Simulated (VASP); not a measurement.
Here is a VASP 6.6.1 calculation.

The input INCAR:

```
SYSTEM = Ca
PREC     = Accurate       ! precision mode
ENCUT    = 520            ! plane-wave cutoff, eV
EDIFF    = 1E-7           ! SCF threshold, eV
ISMEAR   = -1             ! smearing method
SIGMA    = 0.08           ! smearing width, eV
LREAL    = .FALSE.        ! projectors in reciprocal space
LASPH    = .TRUE.         ! aspherical terms in the spheres
NELM     = 80             ! most SCF steps
ALGO     = Normal         ! electronic algorithm
ISIF     = 2              ! what is computed and relaxed
LWAVE    = .FALSE.        ! write WAVECAR
LCHARG   = .FALSE.        ! write CHGCAR
GGA      = PE             ! functional
NBANDS   = 11             ! bands
```

Contents of KPOINTS:

```
Automatic mesh
0
G
  12 12 11
  0 0 0
```

Contents of POSCAR:

```
Ca
1.0
    3.6653524440      0.0000000000      0.0000000000
   -1.8326762220      3.1742883303      0.0000000000
    0.0000000000      0.0000000000      3.3986323068
Ca
1
Direct
    0.0000000000      0.0000000000      0.0000000000
```

Potentials or basis: VASP PAW PBE potentials, release 64 (Ca_sv).

Run with:

```console
$ cat potpaw_PBE.64/Ca_sv/POTCAR > POTCAR
$ mpirun -np 1 vasp_std > vasp.out
```

Question: What does it give for the pressure?

Answer: 1.2 GPa.

Question: Predict the band gap on the k mesh.

Answer: Zero (bands 5 and 6 overlap by 0.85 eV).
